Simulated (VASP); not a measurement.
Runs of VASP 6.6.1 on SnSe. The structure is that of space group Fm-3m (No. 225), or close to it. The cells are those of the table. 

| cell | gap on the mesh (eV) | pressure (GPa) |
| --- | --- | --- |
| a = 4.278, b = 4.278, c = 4.257 Å, angles 60.2, 60.2, 59.7°, 2 atoms | (c) | (b) |
| a = 4.332, b = 4.332, c = 4.257 Å, angles 60.6, 60.6, 58.9°, 2 atoms | 0.53 | -3.3 |
| a = 4.236, b = 4.236, c = 4.257 Å, angles 59.8, 59.8, 60.3°, 2 atoms | 0.70 | -1.4 |
| a = 4.214, b = 4.214, c = 4.257 Å, angles 59.7, 59.7, 60.7°, 2 atoms | 0.72 | (a) |
| a = 4.321, b = 4.321, c = 4.257 Å, angles 60.5, 60.5, 59.0°, 2 atoms | 0.55 | -3.1 |

Alike in all rows: task single point; level PBEsol; potentials or basis VASP PAW PBE potentials, release 64 (Sn_d, Se); no spin polarisation; k mesh 8 × 8 × 8; cutoff (eV) 520; smearing gaussian 0.05 eV.

Fill in the values left out.

(a) -0.9; (b) -2.4; (c) 0.61.

Caveats: the PAW data sets were made with another functional, which shifts forces and pressure a little; spin-orbit coupling is left out, which moves the levels of the heavy elements.

A k mesh can miss the band edges, and the runs leave out spin-orbit coupling on Se, Sn.
